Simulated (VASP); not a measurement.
Set up this calculation in VASP 6.6.1, as the native input.

| Quantity | Value |
| --- | --- |
| Task | relaxation of cell and atoms |
| Functional | PBE |
| Potentials or basis | VASP PAW PBE potentials, release 64 (Ir) |
| Cutoff | 600 eV |
| k mesh | 18 × 18 × 18 |
| Occupations | gaussian, width 0.1 eV |
| Spin | no spin polarisation |
| Dipole correction | no |
| Further INCAR settings | ALGO = Fast; EDIFF = 1e-06; IBRION = 2; EDIFFG = -0.005; NSW = 100; ISIF = 3 |

The structure of Ir lies in POSCAR:

```
Ir
1.0
    0.0000000000      1.9379712974      1.9379712974
    1.9379712974      0.0000000000      1.9379712974
    1.9379712974      1.9379712974      0.0000000000
Ir
1
Direct
    0.0000000000      0.0000000000      0.0000000000
```

One way to write it, as run:

INCAR

```
  PREC = Accurate
  ENCUT = 600
  EDIFF = 1E-6
  ISMEAR = 0
  SIGMA = 0.1
  LREAL = F
  LASPH = T
  NELM = 60
  ALGO = Fast
  ISIF = 3
  LWAVE = F
  LCHARG = F
  GGA = PE
  IBRION = 2
  NSW = 100
  EDIFFG = -0.005
```

KPOINTS

```
Automatic mesh
0
Gamma
  18 18 18
```

Potentials or basis: VASP PAW PBE potentials, release 64 (Ir).

Run with:

```sh
$ cat potpaw_PBE.64/Ir/POTCAR > POTCAR
$ mpirun -np 1 vasp_std > vasp.out
```

Results of the run:

```json
{
 "Relaxed volume": "14.52 Å³/atom",
 "Relaxed cell": "a = 2.738 Å, b = 2.738 Å, c = 2.738 Å, α = 60.00°, β = 60.00°, γ = 60.00°",
 "Space group after relaxing (to 0.1 Å)": "Fm-3m (No. 225)",
 "Energy gained by relaxing": "0.1 meV/atom",
 "Ionic steps": "3",
 "Pressure after relaxing": "0.0 GPa",
 "Band gap on the k mesh": "zero (an odd number of electrons rules out a gap without spin polarisation)"
}
```

Caveat: spin-orbit coupling is left out, which moves the levels of the heavy elements.

It took 68 s on 1 thread of Intel(R) Xeon(R) Platinum 8175M CPU @ 2.50GHz (Skylake/Cascade Lake), on a shared host, peak memory 0.17 GiB.
